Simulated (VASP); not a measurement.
# Li (Fm-3m) in VASP: notebook, part 2 of 2

VASP 6.6.1.

**3. Relaxation of cell and atoms, r2SCAN, target pressure 7 GPa, at which the enthalpy is minimised**

POSCAR reads:

```
Li
1.0
    0.0000000000      2.1890237976      2.1890237976
    2.1890237976      0.0000000000      2.1890237976
    2.1890237976      2.1890237976      0.0000000000
Li
1
Direct
    0.0000000000      0.0000000000      0.0000000000
```

INCAR.step1 reads:

```
  PREC = Accurate
  ENCUT = 600
  ISMEAR = -1
  SIGMA = 0.08
  LREAL = False
  LASPH = True
  NELM = 80
  GGA = PE
  ALGO = Normal
  EDIFF = 1E-4
  LWAVE = True
  LCHARG = False
```

INCAR.step2 reads:

```
  PREC = Accurate
  ENCUT = 600
  EDIFF = 1E-7
  ISMEAR = -1
  SIGMA = 0.08
  LREAL = False
  LASPH = True
  NELM = 80
  ALGO = Normal
  ISIF = 3
  LWAVE = False
  LCHARG = False
  METAGGA = R2SCAN
  LMIXTAU = True
  IBRION = 2
  NSW = 100
  EDIFFG = -0.002
  PSTRESS = 70.0
  ISTART = 1
```

KPOINTS reads:

```
regular mesh
0
Gamma
  22 22 22
```

Potentials or basis: VASP PAW PBE potentials, release 64 (Li_sv).

Started as:

```console
cat potpaw_PBE.64/Li_sv/POTCAR > POTCAR
cp INCAR.step1 INCAR
mpirun -np 1 vasp_std > vasp.out
cp INCAR.step2 INCAR
mpirun -np 1 vasp_std > vasp.out
```

OUTCAR:

```text
PREC = Accurate
   ENCUT = 600
   EDIFF = 1E-7
   ISMEAR = -1
   LREAL = False
   LASPH = True
   NELM = 80
   ISIF = 3
   METAGGA = R2SCAN
   IBRION = 2
   NSW = 100
   EDIFFG = -0.002
   PSTRESS = 70.0
   ISTART = 1

 ion  position               nearest neighbor table
   1  0.000  0.000  0.000-

  LATTYP: Found a face centered cubic cell.
 ALAT       =     4.3780475952

  Lattice vectors:

 A1 = (   0.0000000000,   2.1890237976,   2.1890237976)
 A2 = (   2.1890237976,   0.0000000000,   2.1890237976)
 A3 = (   2.1890237976,   2.1890237976,   0.0000000000)

Analysis of symmetry for initial positions (statically):
=====================================================================
 Subroutine PRICEL returns:
 Original cell was already a primitive cell.

 Routine SETGRP: Setting up the symmetry group for a
 face centered cubic supercell.

 Subroutine GETGRP returns: Found 48 space group operations
 (whereof 48 operations were pure point group operations)
 out of a pool of 48 trial point group operations.

The static configuration has the point symmetry O_h .

Analysis of symmetry for dynamics (positions and initial velocities):
[... 166 lines left out ...]
  Total       -0.0178474     -0.0178474     -0.0178474      0.0000000      0.0000000     -0.0000000
  in kB       -1.3630252     -1.3630252     -1.3630252      0.0000000      0.0000000     -0.0000000
  external PRESSURE =     -71.3630252 kB  Pullay stress =      70.0000000 kB
[... 94 lines left out ...]
  energy  without entropy=       -2.3025957629  energy(sigma->0) =       -2.30695494

  enthalpy is  TOTEN    =        -1.6321385484 eV   P V=        0.6791755638

[... ionic steps 4 to 16 ...]

--------------------------------------- Ionic step       17  -------------------------------------------

 number of electron       3.0000002 magnetization

------------------------ aborting loop because EDIFF is reached ----------------------------------------
[... 69 lines left out ...]
--------------------------------------- Ionic step       19  -------------------------------------------

 number of electron       3.0000001 magnetization

 Free energy of the ion-electron system (eV)
  ---------------------------------------------------
  ext. energy  EPLUGINS =         0.00000000
  ---------------------------------------------------
  free energy    TOTEN  =        -2.30044665 eV

  energy without entropy =       -2.29178783  energy(sigma->0) =       -2.29611724

 E-fermi :   1.5493     XC(G=0):  -8.2287

 val. band max:        1.5488064937   @ k =  -0.4545   0.0909   0.0455
 cond. band min:       1.5781746850   @ k =  -0.4545   0.0909   0.0000
 fundamental gap:      0.0293681913
 Fermi energy:         1.5492580499

 k-point     1 :       0.0000    0.0000    0.0000
  band No.  band energies     occupation
      1     -46.1904      2.00000
      2      -2.6453      2.00000
      3      20.9816      0.00000
      4      20.9816      0.00000
      5      20.9816      0.00000
[... 177 lines left out ...]
 k-point    24 :      -0.4545    0.0455    0.0000
  band No.  band energies     occupation
      1     -46.1354      2.00000
      2       1.3350      1.87139
      3       5.9997      0.00000
      4      18.0363      0.00000
      5      18.4505      0.00000

 [... further k-points ...]
[... 5 lines left out ...]
  --------------------------------------------------------------------------------------
  -------------------------------------------------------------------------------------
  Total        0.6680962      0.6680962      0.6680962      0.0000000      0.0000000     -0.0000000
  in kB       70.0137870     70.0137870     70.0137870      0.0000000      0.0000000     -0.0000000
  external PRESSURE =       0.0137870 kB  Pullay stress =      70.0000000 kB
[... 20 lines left out ...]
  energy  without entropy=       -2.2917878258  energy(sigma->0) =       -2.29611724

  enthalpy is  TOTEN    =        -1.6324820491 eV   P V=        0.6679646051

 reached required accuracy - stopping structural energy minimisation
```

OSZICAR.step1:

```text
N       E                     dE             d eps       ncg     rms          rms(c)
DAV:   1     0.780406098779E+00    0.78041E+00   -0.76223E+02  3290   0.451E+02
DAV:   2    -0.177102509047E+01   -0.25514E+01   -0.24648E+01  4745   0.626E+01
DAV:   3    -0.190840466239E+01   -0.13738E+00   -0.13617E+00  4165   0.103E+01
DAV:   4    -0.191206775579E+01   -0.36631E-02   -0.36510E-02  4210   0.155E+00
DAV:   5    -0.191209592919E+01   -0.28173E-04   -0.28173E-04  4060   0.140E-01    0.247E-01
DAV:   6    -0.191092557498E+01    0.11704E-02   -0.28677E-04  5555   0.111E-01    0.140E-01
DAV:   7    -0.191028661271E+01    0.63896E-03   -0.68019E-04  5810   0.165E-01    0.279E-02
DAV:   8    -0.191028620730E+01    0.40540E-06   -0.75576E-06  1690   0.359E-02
   1 F= -.19102862E+01 E0= -.19050006E+01  d E =-.105713E-01
```

Wall time 20 min (1 thread of Intel Xeon 6975P-C (Granite Rapids), shared host); peak memory 0.17 GiB.

Results:

```
Free energy                                                : -2.3004 eV
Relaxed volume                                             : 15.29 Å³/atom
Relaxed cell                                               : a = 2.786 Å, b = 2.786 Å, c = 2.786 Å, α = 60.00°, β = 60.00°, γ = 60.00°
Space group after relaxing (to 0.1 Å)                      : Fm-3m (No. 225)
Energy change on relaxing (the run minimises the enthalpy) : +90.3 meV/atom
Ionic steps                                                : 19
Pressure after relaxing                                    : 7.0 GPa
Band gap on the k mesh                                     : zero (an odd number of electrons rules out a gap without spin polarisation)
```

The path:
| step | energy change (eV) | largest force (eV/Å) | pressure (GPa) | volume (Å³) |
| --- | --- | --- | --- | --- |
| 1 | 0.0000 | 0.0000 | -0.14 | 20.98 |
| 2 | 0.0136 | 0.0000 | 1.85 | 18.27 |
| 3 | 0.0794 | 0.0000 | 6.43 | 15.55 |
| 4 | 0.0907 | 0.0000 | 7.03 | 15.28 |
| 5 | 0.0863 | 0.0000 | 6.80 | 15.38 |
| 6 | 0.0863 | 0.0000 | 6.80 | 15.38 |
| 7 | 0.0865 | 0.0000 | 6.81 | 15.38 |
| 8 | 0.0865 | 0.0000 | 6.81 | 15.38 |
| 9 | 0.0865 | 0.0000 | 6.81 | 15.38 |
| 10 | 0.0865 | 0.0000 | 6.81 | 15.38 |
| 11 | 0.0865 | 0.0000 | 6.81 | 15.37 |
| 12 | 0.0865 | 0.0000 | 6.81 | 15.37 |
| 13 | 0.0866 | 0.0000 | 6.82 | 15.37 |
| 14 | 0.0868 | 0.0000 | 6.83 | 15.37 |
| 15 | 0.0871 | 0.0000 | 6.84 | 15.36 |
| 16 | 0.0877 | 0.0000 | 6.87 | 15.35 |
| 17 | 0.0890 | 0.0000 | 6.94 | 15.32 |
| 18 | 0.0915 | 0.0000 | 7.06 | 15.26 |
| 19 | 0.0903 | 0.0000 | 7.00 | 15.29 |

Final structure:
```yaml
crystal:
  lattice:
    - [0.00000, 1.96991, 1.96991]
    - [1.96991, 0.00000, 1.96991]
    - [1.96991, 1.96991, 0.00000]
  atoms:
    - { symbol: Li, position: [0.00000, 0.00000, 0.00000] }
```

Levels at points of the mesh, in eV from the Fermi level:
```
           k point  band 1  band 2  band 3  band 4  band 5
(0.00, 0.00, 0.00)  -47.74   -4.19   19.43   19.43   19.43
(0.50, 0.00, 0.00)  -47.68   -0.17    4.29   17.03   17.03
(0.50, 0.50, 0.00)  -47.67    1.90    6.17   11.16   11.16
```

Caveat: the cutoff is under 1.25 times the usual one of these potentials, so pressure, stress and relaxed cells hold a basis-set (Pulay) error; the cell is relaxed towards a set pressure, so the run minimises the enthalpy, not the energy; the volume moved by over 15 % at a fixed basis, so the end points are rough; the PAW data sets were made with another functional, which shifts forces and pressure a little.

**4. Relaxation of cell and atoms, r2SCAN, target pressure 10 GPa, at which the enthalpy is minimised**

POSCAR is that of step 3.

INCAR.step1 reads:

```
ALGO = Normal
EDIFF = 1E-4
ENCUT = 600
GGA = PE
ISMEAR = -1
LASPH = True
LCHARG = False
LREAL = False
LWAVE = True
NELM = 60
PREC = Accurate
SIGMA = 0.08
```

INCAR.step2 reads:

```
ALGO = Normal
EDIFF = 1E-7
EDIFFG = -0.002
ENCUT = 600
IBRION = 2
ISIF = 3
ISMEAR = -1
ISTART = 1
LASPH = True
LCHARG = False
LMIXTAU = True
LREAL = False
LWAVE = False
METAGGA = R2SCAN
NELM = 60
NSW = 100
PREC = Accurate
PSTRESS = 100.0
SIGMA = 0.08
```

KPOINTS reads:

```
k-points
0
Gamma
  22 22 22
```

Started as:

```console
cat potpaw_PBE.64/Li_sv/POTCAR > POTCAR
cp INCAR.step1 INCAR
mpirun -np 1 vasp_std > vasp.out
cp INCAR.step2 INCAR
mpirun -np 1 vasp_std > vasp.out
```

Run time: 17 min. Hardware: 1 thread of Intel Xeon 6975P-C (Granite Rapids), shared host; peak memory 0.18 GiB.

Results (log left out):

```
Free energy                                                : -2.2413 eV
Relaxed volume                                             : 14.16 Å³/atom
Relaxed cell                                               : a = 2.715 Å, b = 2.715 Å, c = 2.715 Å, α = 60.00°, β = 60.00°, γ = 60.00°
Space group after relaxing (to 0.1 Å)                      : Fm-3m (No. 225)
Energy change on relaxing (the run minimises the enthalpy) : +149.4 meV/atom
Ionic steps                                                : 21
Pressure after relaxing                                    : 10.0 GPa
Band gap on the k mesh                                     : zero (an odd number of electrons rules out a gap without spin polarisation)
```

The path:
```
step  energy change (eV)  largest force (eV/Å)  pressure (GPa)  volume (Å³)
   1              0.0000                0.0000           -0.14        20.98
   2              0.0302                0.0000            3.09        17.20
   3              0.1224                0.0000            8.50        14.63
   4              0.1544                0.0000           10.25        14.08
   5              0.1468                0.0000            9.86        14.20
   6              0.1469                0.0000            9.86        14.20
   7              0.1469                0.0000            9.86        14.20
   8              0.1469                0.0000            9.87        14.20
   9              0.1469                0.0000            9.87        14.20
  10              0.1469                0.0000            9.87        14.20
  11              0.1469                0.0000            9.87        14.20
  12              0.1469                0.0000            9.87        14.20
  13              0.1469                0.0000            9.87        14.20
  14              0.1470                0.0000            9.87        14.20
  15              0.1470                0.0000            9.87        14.20
  16              0.1471                0.0000            9.88        14.20
  17              0.1473                0.0000            9.89        14.19
  18              0.1477                0.0000            9.91        14.19
  19              0.1484                0.0000            9.95        14.17
  20              0.1500                0.0000           10.03        14.15
  21              0.1494                0.0000           10.00        14.16
```

Final structure:
```
CELL_PARAMETERS angstrom
0.00000 1.92013 1.92013
1.92013 0.00000 1.92013
1.92013 1.92013 0.00000
ATOMIC_POSITIONS crystal
Li 0.00000 0.00000 0.00000
```

Levels at points of the mesh, in eV from the Fermi level:
| k point | band 1 | band 2 | band 3 | band 4 | band 5 |
| --- | --- | --- | --- | --- | --- |
| (0.00, 0.00, 0.00) | -47.67 | -4.26 | 20.49 | 20.49 | 20.49 |
| (0.50, 0.00, 0.00) | -47.60 | -0.22 | 4.66 | 17.96 | 17.96 |
| (0.50, 0.50, 0.00) | -47.58 | 1.97 | 6.52 | 11.74 | 11.74 |

Caveat: the cutoff is under 1.25 times the usual one of these potentials, so pressure, stress and relaxed cells hold a basis-set (Pulay) error; the cell is relaxed towards a set pressure, so the run minimises the enthalpy, not the energy; the volume moved by over 15 % at a fixed basis, so the end points are rough; the PAW data sets were made with another functional, which shifts forces and pressure a little.

**5. The runs side by side**

```tsv
cell	gap on the mesh (eV)	pressure (GPa)
relaxed to 4 GPa	none	4.0
relaxed to 7 GPa	none	7.0
relaxed to 10 GPa	none	10.0
```

Alike in all rows: task relaxation of cell and atoms; level r2SCAN; potentials or basis VASP PAW PBE potentials, release 64 (Li_sv); no spin polarisation; k mesh 22 × 22 × 22; cutoff (eV) 600; smearing fermi-dirac 0.08 eV.

Caveats: the cutoff is under 1.25 times the usual one of these potentials, so pressure, stress and relaxed cells hold a basis-set (Pulay) error; the cell is relaxed towards a set pressure, so the run minimises the enthalpy, not the energy; the volume moved by over 15 % at a fixed basis, so the end points are rough; the PAW data sets were made with another functional, which shifts forces and pressure a little.

Absolute energies hang on the potentials; compare differences alone.

The gap in the log of VASP goes by the Fermi energy; the results here count the filled bands.